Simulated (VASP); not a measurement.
CsSnI3:

```
Cs I Sn
1.0
     6.12183    0.00000    0.00000
     0.00000    6.12183    0.00000
     0.00000    0.00000    6.12183
Cs I Sn
1 3 1
Cartesian
  0.0000 0.0000 0.0000
  3.0609 3.0609 0.0000
  3.0609 0.0000 3.0609
  0.0000 3.0609 3.0609
  3.0609 3.0609 3.0609
```

This cell differs from its parent crystal: volume scaled by 0.96.

Base run:

```yaml
Program: VASP 6.6.1
Functional: PBE
Potentials_or_basis: VASP PAW PBE potentials, release 64 (Cs_sv, I, Sn_d)
Cutoff: 520 eV
k_mesh: 5 × 5 × 5
Occupations: fermi-dirac, width 0.05 eV
Spin: no spin polarisation
```

Its results: band gap on the k mesh 1.70 eV, direct; pressure 1.3 GPa.

Q: The run is repeated on the same cell with these changes: functional from PBE to PBEsol. What comes out?

A: Band gap on the k mesh 1.69 eV, direct; pressure 0.0 GPa.

PBEsol binds more tightly than PBE, so the same cell stands under less pressure.

Caveats: spin-orbit coupling is left out, which moves the levels of the heavy elements; the PAW data sets were made with another functional, which shifts forces and pressure a little (some runs).

A k mesh can miss the band edges.
